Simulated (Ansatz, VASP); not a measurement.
CdSe: VASP beside Ansatz

File INCAR:

```
ALGO = Normal
EDIFF = 1E-6
EDIFFG = -0.04
ENCUT = 600
GGA = PE
IBRION = 2
ISIF = 3
ISMEAR = 0
LASPH = True
LCHARG = False
LREAL = False
LWAVE = False
NELM = 100
NSW = 90
PREC = Accurate
SIGMA = 0.1
```

The input KPOINTS:

```
k-points
0
Gamma
  6 6 6
```

Contents of POSCAR:

```
CdSe
1.0
    3.5618853240      0.0000000000      0.0000000000
    0.0000000000      3.5618853240      0.0000000000
    0.0000000000      0.0000000000      3.5618853240
Cd Se
1 1
Direct
    0.5000000000      0.5000000000      0.5000000000
    0.0000000000      0.0000000000      0.0000000000
```

Input for Ansatz:

```yaml
crystal:
  lattice:
    - [3.561885324, 0.0, 0.0]
    - [0.0, 3.561885324, 0.0]
    - [0.0, 0.0, 3.561885324]
  atoms:
    - { symbol: Cd, position: [0.5, 0.5, 0.5] }
    - { symbol: Se, position: [0.0, 0.0, 0.0] }
basis:
  ecutwfc: 420
kpoints:
  mp_grid: { grid: [6, 6, 6] }
hamiltonian:
  xc: pbe
scf:
  occupations: { method: gaussian, width: 0.1 }
  lower_state_search: "off"
output:
  forces: true
  stress: true
  eigenvalues: true
relax:
  adjacent_minimum: "off"
  f_tol: 0.04
  max_steps: 70
  cell: { stress_tol: 0.4 }
```

Alike in both runs: task relaxation of cell and atoms; functional PBE; k mesh 6 × 6 × 6; occupations gaussian, width 0.1 eV; no spin polarisation.

```csv
,VASP,Ansatz
version,VASP 6.6.1,Ansatz 0.2.0
potentials or method,"VASP PAW PBE potentials, release 64 (Cd, Se), cutoff 600 eV","scalar-relativistic, plane waves, PAW"
valence electrons in the cell,18,36
```

```csv
,VASP,Ansatz,Ansatz less VASP
"gap on the k mesh at the Fermi level, each at its own relaxed structure (eV)",none,none,-
relaxed volume (Å³/atom),22.59,22.59,0.000
relaxed cell length with the largest relative difference (Å),3.562,3.562,0.0000
```

A gap of «none» marks a metal or a gap that the smearing closes. VASP's potentials hold 18 valence electrons a cell and Ansatz's 36, so a difference there can come from the potentials and not from the codes.

Noted on VASP's run: the relaxation stopped at its first step, so nothing moved.
